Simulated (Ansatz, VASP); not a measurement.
## NaI: VASP beside Ansatz

```
Na I
1.0
     0.00000    3.19746    3.19746
     3.19746    0.00000    3.19746
     3.19746    3.19746    0.00000
Na I
1 1
Direct
  0.00000 0.00000 0.00000
  0.50000 0.50000 0.50000
```

Alike in both runs: task single point; functional PBE; k mesh 6 × 6 × 6; occupations gaussian, width 0.02 eV; no spin polarisation.

|  | VASP | Ansatz |
| --- | --- | --- |
| version | VASP 6.6.1 | Ansatz 0.2.0 |
| potentials or method | VASP PAW PBE potentials, release 64 (Na_pv, I), cutoff 520 eV | scalar-relativistic, plane waves, PAW |
| valence electrons in the cell | 14 | 26 |

```tsv
	VASP	Ansatz	Ansatz less VASP
gap on the k mesh at the Fermi level (eV)	3.74	3.74	+0.004
least direct gap on the mesh (eV)	3.74	3.74	+0.004
pressure (GPa)	1.1	1.1	-0.03
```

With one functional, cell and mesh, what is left measures potentials, basis and numerics. VASP's potentials hold 14 valence electrons a cell and Ansatz's 26, so a difference there can come from the potentials and not from the codes.

Spin-orbit coupling is off throughout.
